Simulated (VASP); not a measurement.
# SnSe2 (R-3m) in VASP: notebook

The runs below take SnSe2 through single point, with PBE, r2SCAN.

Everything below comes from runs of VASP 6.6.1. Logs are shortened: lines on timing, memory, paths and dates and some standing lists are left out, and cuts for length are marked.

## 1. The cell of the first run

It takes space group R-3m (No. 166, trigonal). Conventional cell: a = 3.825 Å, b = 3.825 Å, c = 19.005 Å, α = 90.00°, β = 90.00°, γ = 120.00°. Within 3.6 Å of Sn (site symmetry -3m) lie 6 Se at 2.71 Å. Se (site symmetry 3m) has 3 Sn at 2.71 Å within 3.6 Å.

## 2. Single point, PBE

INCAR

```
PREC = Accurate
ENCUT = 520
EDIFF = 1E-6
ISMEAR = 0
SIGMA = 0.01
LREAL = False
LASPH = True
NELM = 100
ALGO = Normal
ISIF = 2
LWAVE = False
LCHARG = False
GGA = PE
NBANDS = 20
```

KPOINTS

```
regular mesh
0
Gamma
  6 6 6
```

POSCAR

```
SnSe2
1.0
    1.9122916108      1.1040620762      6.3350940812
   -1.9122916108      1.1040620762      6.3350940812
    0.0000000000     -2.2081241525      6.3350940812
Sn Se
1 2
Direct
    0.0000000000      0.0000000000      0.0000000000
    0.2505568944      0.2505568944      0.2505568944
    0.7494431056      0.7494431056      0.7494431056
```

Potentials or basis: VASP PAW PBE potentials, release 64 (Sn_d, Se).

Run with:

```sh
cat potpaw_PBE.64/Sn_d/POTCAR potpaw_PBE.64/Se/POTCAR > POTCAR
mpirun -np 1 vasp_std > vasp.out
```

OUTCAR:

```text
PREC = Accurate
   ENCUT = 520
   EDIFF = 1E-6
   ISMEAR = 0
   LREAL = False
   LASPH = True
   NELM = 100
   ISIF = 2
   GGA = PE

 ion  position               nearest neighbor table
   1  0.000  0.000  0.000-   3 2.71   2 2.71   3 2.71   3 2.71   2 2.71   2 2.71
   2  0.251  0.251  0.251-   1 2.71   1 2.71   1 2.71
   3  0.749  0.749  0.749-   1 2.71   1 2.71   1 2.71

  LATTYP: Found a trigonal (rhomboedric) cell.
 ALAT       =     6.7088918079
 COS(alpha) =     0.8375062510

  Lattice vectors:

 A1 = (   1.9122916108,   1.1040620762,   6.3350940812)
 A2 = (  -1.9122916108,   1.1040620762,   6.3350940812)
 A3 = (   0.0000000000,  -2.2081241525,   6.3350940812)

Analysis of symmetry for initial positions (statically):
=====================================================================
 Subroutine PRICEL returns:
 Original cell was already a primitive cell.

 Routine SETGRP: Setting up the symmetry group for a
 trigonal (rhombohedral) supercell.

 Subroutine GETGRP returns: Found 12 space group operations
 (whereof 12 operations were pure point group operations)
 out of a pool of 12 trial point group operations.

The static configuration has the point symmetry D_3d.

Analysis of symmetry for dynamics (positions and initial velocities):
=====================================================================
 Subroutine PRICEL returns:
 Original cell was already a primitive cell.

 Routine SETGRP: Setting up the symmetry group for a
 trigonal (rhombohedral) supercell.

 Subroutine GETGRP returns: Found 12 space group operations
 (whereof 12 operations were pure point group operations)
 out of a pool of 12 trial point group operations.

The dynamic configuration has the point symmetry D_3d.

 Subroutine INISYM returns: Found 12 space group operations
 (whereof 12 operations are pure point group operations),
 and found     1 'primitive' translations

----------------------------------------------------------------------------------------

                                     Primitive cell

  volume of cell :      80.2513

  direct lattice vectors                    reciprocal lattice vectors
     1.912291611  1.104062076  6.335094081     0.261466398  0.150957695  0.052616951
    -1.912291611  1.104062076  6.335094081    -0.261466398  0.150957695  0.052616951
     0.000000000 -2.208124152  6.335094081     0.000000000 -0.301915391  0.052616951

  length of vectors
     6.708891808  6.708891808  6.708891808     0.306466061  0.306466061  0.306466061

  position of ions in fractional coordinates (direct lattice)
     0.000000000  0.000000000  0.000000000
     0.250556894  0.250556894  0.250556894
     0.749443106  0.749443106  0.749443106

  ion indices of the primitive-cell ions
   primitive index   ion index
                 1           1
                 2           2
                 3           3

----------------------------------------------------------------------------------------

 KPOINTS: regular mesh

Automatic generation of k-mesh.
 Grid dimensions read from file:
 generate k-points for:    6    6    6

 Generating k-lattice:

  Cartesian coordinates                     Fractional coordinates (reciprocal lattice)
     0.043577733  0.025159616  0.008769492     0.166666667 -0.000000000 -0.000000000
    -0.043577733  0.025159616  0.008769492    -0.000000000  0.166666667 -0.000000000
     0.000000000 -0.050319232  0.008769492     0.000000000  0.000000000  0.166666667

  Length of vectors
     0.051077677  0.051077677  0.051077677

  Shift w.r.t. Gamma in fractional coordinates (k-lattice)
     0.000000000  0.000000000  0.000000000

 Subroutine IBZKPT returns following result:
 ===========================================

 Found     32 irreducible k-points:

 Following reciprocal coordinates:
            Coordinates               Weight
  0.000000  0.000000  0.000000      1.000000
  0.166667  0.000000 -0.000000      6.000000
  0.333333  0.000000 -0.000000      6.000000
  0.500000  0.000000  0.000000      3.000000
  0.166667  0.166667 -0.000000      6.000000
  0.333333  0.166667 -0.000000     12.000000
[... 16 lines left out ...]
  0.500000  0.500000  0.166667      6.000000
 -0.333333  0.500000  0.166667     12.000000
 [... further k-points ...]
   k-points           NKPTS =     32   k-points in BZ     NKDIM =     32   number of bands    NBANDS=     20
   number of dos      NEDOS =    301   number of ions     NIONS =      3
   total plane-waves  NPLWV = 125000
   dimension x,y,z NGX =    50 NGY =   50 NGZ =   50
   dimension x,y,z NGXF=   100 NGYF=  100 NGZF=  100
   ions per type =               1   2
   NGX,Y,Z   is equivalent  to a cutoff of  12.39, 12.39, 12.39 a.u.
   NGXF,Y,Z  is equivalent  to a cutoff of  24.78, 24.78, 24.78 a.u.
 SYSTEM =  unknown system
   PREC   = accura    normal or accurate (medium, high low for compatibility)
   ISTART =      0    job   : 0-new  1-cont  2-samecut
   ICHARG =      2    charge: 1-file 2-atom 10-const
   ISPIN  =      1    spin polarized calculation?
   LNONCOLLINEAR =      F non collinear calculations
   LSORBIT =      F    spin-orbit coupling
   LASPH  =      T    aspherical Exc in radial PAW
   ENCUT  =  520.0 eV  38.22 Ry    6.18 a.u.  12.47 12.47 12.47*2*pi/ulx,y,z
   NELM   =    100;   NELMIN=  2; NELMDL= -5     # of ELM steps
   EDIFF  = 0.1E-05   stopping-criterion for ELM
   LREAL  =      F    real-space projection
   EDIFFG = 0.1E-04   stopping-criterion for IOM
   NSW    =      0    number of steps for IOM
   IBRION =     -1    ionic relax: 0-MD 1-quasi-New 2-CG
   NFREE  =      0    steps in history (QN), initial steepest desc. (CG)
   ISIF   =      2    stress and relaxation
   ISYM   =      2    0-nonsym 1-usesym 2-fastsym
   POTIM  = 0.5000    time-step for ionic-motion
   TEBEG  =    0.0;   TEEND  =   0.0 temperature during run
   PSTRESS=    0.0 pullay stress
   NELECT =      26.0000    total number of electrons
   NUPDOWN=      -1.0000    fix difference up-down
   EMIN   =  10.00;   EMAX   =-10.00  energy-range for DOS
   EFERMI =   0.00;   METHOD = LEGACY
   ISMEAR =     0;   SIGMA  =   0.01  broadening in eV -4-tet -1-fermi 0-gaus
   EFERMI_NEDOS =   21; number of points for ismear=-14 and -15
   IALGO  =     38    algorithm
   IMIX   =      4    mixing-type and parameters
     AMIX     =   0.40;   BMIX     =  1.00
     AMIX_MAG =   1.60;   BMIX_MAG =  1.00
  volume/ion in A,a.u.               =      26.75       180.52
  Fermi-wavevector in a.u.,A,eV,Ry     =   1.124386  2.124781 17.201072  1.264243
  Thomas-Fermi vector in A             =   2.261057
   LORBIT       =      0    0 simple, 1 ext, 2 COOP (PROOUT), +10 PAW based schemes
   GGA     = PE    functional components
   LHFCALC =     F    Hartree Fock is set to
   AEXX    =    0.0000 exact exchange contribution
   IVDW    =     0    specifies the selected vdW correction
   LEPSILON=     F    determine dielectric tensor
   LRPA    =     F    only Hartree local field effects (RPA)
 non-spin polarized calculation
 Gauss-broadening in eV      SIGMA  =   0.01
  energy-cutoff  :      520.00
  volume of cell :       80.25
 maximum number of plane-waves:      2184
 NGX is ok and might be reduce to    50
   NGX = 25   NGY = 25   NGZ = 25

 number of electron      26.0000004 magnetization

 Free energy of the ion-electron system (eV)
  ---------------------------------------------------
  ext. energy  EPLUGINS =         0.00000000
  ---------------------------------------------------
  free energy    TOTEN  =       -11.79968472 eV

  energy without entropy =      -11.79968472  energy(sigma->0) =      -11.79968472

 E-fermi :   3.8394     XC(G=0):  -9.2662

 val. band max:        3.7883417518   @ k =  -0.1667   0.1667   0.0000
 cond. band min:       4.0921481619   @ k =   0.5000   0.5000   0.0000
 fundamental gap:      0.3038064101
 Fermi energy:         3.8394305995

 k-point     1 :       0.0000    0.0000    0.0000
  band No.  band energies     occupation
      1     -17.4657      2.00000
      2     -17.4657      2.00000
      3     -17.4305      2.00000
      4     -17.4183      2.00000
      5     -17.4183      2.00000
      6      -9.9784      2.00000
[... 12 lines left out ...]
     19      12.3053      0.00000
     20      12.3053      0.00000

 k-point     2 :       0.1667    0.0000   -0.0000
  band No.  band energies     occupation
      1     -17.4772      2.00000
      2     -17.4570      2.00000
      3     -17.4263      2.00000
      4     -17.4211      2.00000
      5     -17.4166      2.00000
      6      -9.7088      2.00000
[... 12 lines left out ...]
     19      12.5956      0.00000
     20      12.8670      0.00000

 k-point     3 :       0.3333    0.0000   -0.0000
  band No.  band energies     occupation
      1     -17.5038      2.00000
      2     -17.4469      2.00000
      3     -17.4360      2.00000
      4     -17.4058      2.00000
      5     -17.4049      2.00000
      6      -8.9887      2.00000
[... 12 lines left out ...]
     19      12.3847      0.00000
     20      13.4529      0.00000

 k-point     4 :       0.5000    0.0000    0.0000
  band No.  band energies     occupation
      1     -17.5178      2.00000
      2     -17.4455      2.00000
      3     -17.4406      2.00000
      4     -17.3967      2.00000
      5     -17.3964      2.00000
      6      -8.3302      2.00000
[... 12 lines left out ...]
     19      12.7239      0.00000
     20      13.7311      0.00000

 k-point     5 :       0.1667    0.1667   -0.0000
  band No.  band energies     occupation
      1     -17.4772      2.00000
      2     -17.4570      2.00000
      3     -17.4263      2.00000
      4     -17.4211      2.00000
      5     -17.4166      2.00000
      6      -9.6989      2.00000
[... 12 lines left out ...]
     19      12.4771      0.00000
     20      12.7472      0.00000
[... 353 lines left out ...]
      6      -8.3881      2.00000
[... 12 lines left out ...]
     19      12.5370      0.00000
     20      13.8179      0.00000

 k-point    22 :      -0.1667    0.3333    0.1667
  band No.  band energies     occupation
      1     -17.5039      2.00000
      2     -17.4567      2.00000
      3     -17.4324      2.00000
      4     -17.4079      2.00000
      5     -17.3965      2.00000
      6      -8.4740      2.00000
[... 12 lines left out ...]
     19      12.7767      0.00000
     20      13.0176      0.00000

 k-point    23 :       0.5000    0.5000    0.1667
  band No.  band energies     occupation
      1     -17.5038      2.00000
      2     -17.4469      2.00000
      3     -17.4360      2.00000
      4     -17.4058      2.00000
      5     -17.4049      2.00000
      6      -8.9106      2.00000
[... 12 lines left out ...]
     19      12.8325      0.00000
     20      13.8117      0.00000

 k-point    24 :      -0.3333    0.5000    0.1667
  band No.  band energies     occupation
      1     -17.5039      2.00000
      2     -17.4567      2.00000
      3     -17.4324      2.00000
      4     -17.4079      2.00000
      5     -17.3964      2.00000
      6      -8.4029      2.00000
[... 12 lines left out ...]
     19      12.7903      0.00000
     20      14.3824      0.00000

 [... further k-points ...]
[... 5 lines left out ...]
  --------------------------------------------------------------------------------------
  -------------------------------------------------------------------------------------
  Total        1.4724282      1.4724282      1.5311299     -0.0000000     -0.0000000      0.0000000
  in kB       29.3963079     29.3963079     30.5682580     -0.0000000     -0.0000000      0.0000000
  external PRESSURE =      29.7869579 kB  Pullay stress =       0.0000000 kB

 VOLUME and BASIS-vectors are now :
 -----------------------------------------------------------------------------
  energy-cutoff  :      520.00
  volume of cell :       80.25
      direct lattice vectors                 reciprocal lattice vectors
     1.912291611  1.104062076  6.335094081     0.261466398  0.150957695  0.052616951
    -1.912291611  1.104062076  6.335094081    -0.261466398  0.150957695  0.052616951
     0.000000000 -2.208124152  6.335094081     0.000000000 -0.301915391  0.052616951

 POSITION                                       TOTAL-FORCE (eV/Angst)
 -----------------------------------------------------------------------------------
      0.00000      0.00000      0.00000         0.000000      0.000000      0.000000
      0.00000     -0.00000      4.76190         0.000000      0.000000     -0.251222
      0.00000     -0.00000     14.24338         0.000000     -0.000000      0.251222
 -----------------------------------------------------------------------------------
    total drift:                                0.000000      0.000000      0.000000

  FREE ENERGIE OF THE ION-ELECTRON SYSTEM (eV)
  ---------------------------------------------------
  free  energy   TOTEN  =       -11.7996847226 eV

  energy  without entropy=      -11.7996847226  energy(sigma->0) =      -11.79968472
```

Wall time 1.7 min (1 thread of Intel Xeon Platinum 8488C (Sapphire Rapids), shared host); peak memory 0.35 GiB.

What came out:

```yaml
Free_energy: -11.7997 eV
Pressure: 3.0 GPa
Largest_force: 0.251 eV/Å
Band_gap_on_the_k_mesh: 0.30 eV, indirect (least direct gap 0.54 eV)
```

Forces on the atoms (eV/Å):
```
Sn   0.000  0.000  0.000
Se   0.000  0.000 -0.251
Se   0.000  0.000  0.251
```

Stress tensor (GPa, compression positive):
```
2.94 0.00 0.00
0.00 2.94 0.00
0.00 0.00 3.06
```

Caveat: spin-orbit coupling is left out, which moves the levels of the heavy elements. A k mesh can miss the band edges.

(Continued in part 2 of 2.)
